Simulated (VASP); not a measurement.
Crystal: NaI (zincblende type).

```
Na I
1.0
     0.00000    3.58138    3.58138
     3.58138    0.00000    3.58138
     3.58138    3.58138    0.00000
Na I
1 1
Direct
  0.00000 0.00000 0.00000
  0.25000 0.25000 0.25000
```

Base run:

* Program: VASP 6.6.1
* Functional: PBEsol
* Potentials or basis: VASP PAW PBE potentials, release 64 (Na_pv, I)
* Cutoff: 520 eV
* k mesh: 10 × 10 × 10
* Occupations: fermi-dirac, width 0.05 eV
* Spin: no spin polarisation

Its results: band gap on the k mesh 3.68 eV, direct; pressure -0.4 GPa.

Task: The run is repeated on the same cell with these changes: functional from PBEsol to PBE; further incar settings from ALGO = Normal; EDIFF = 1e-07; NBANDS = 14 to ALGO = Normal; EDIFF = 1e-06; NBANDS = 14. What comes out?

Result: Band gap on the k mesh 3.77 eV, direct; pressure 0.0 GPa.

Caveats: spin-orbit coupling is left out, which moves the levels of the heavy elements; the PAW data sets were made with another functional, which shifts forces and pressure a little (some runs).

A k mesh can miss the band edges.
